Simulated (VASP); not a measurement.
## TiC: single point with r2SCAN+D4

Crystal: TiC.

```
Ti C
1.0
     0.00000    2.12151    2.12151
     2.12151    0.00000    2.12151
     2.12151    2.12151    0.00000
Ti C
1 1
Cartesian
  0.0000 0.0000 0.0000
  2.1215 2.1215 2.1215
```

- Program: VASP 6.6.1
- Task: single point
- Functional: r2SCAN
- Dispersion: D4
- Potentials or basis: VASP PAW PBE potentials, release 64 (Ti_sv, C)
- Cutoff: 520 eV
- k mesh: 11 × 11 × 11
- Occupations: fermi-dirac, width 0.05 eV
- Spin: no spin polarisation
- Dipole correction: no
- Further INCAR settings: ALGO = Normal; EDIFF = 1e-07; NBANDS = 15

* Pressure: 16.7 GPa
* Band gap on the k mesh: zero (band 8 reaches 11.13 eV, above the bottom of band 9 at 9.76 eV)
* Dispersion energy per atom: -0.110 eV

Levels at points of the mesh, in eV from the Fermi level:
| k point | band 5 | band 6 | band 7 | band 8 | band 9 | band 10 | band 11 | band 12 |
| --- | --- | --- | --- | --- | --- | --- | --- | --- |
| (0.00, 0.00, 0.00) | -13.57 | 0.82 | 0.82 | 0.82 | 1.67 | 1.67 | 1.67 | 1.78 |

Wall time 60 s on 1 thread of AMD EPYC 9R45 96-Core Processor (Zen 5), on a shared host, peak memory 0.12 GiB.

Caveat: the PAW data sets were made with another functional, which shifts forces and pressure a little; pairwise dispersion overbinds metals, which lowers pressure and volume.
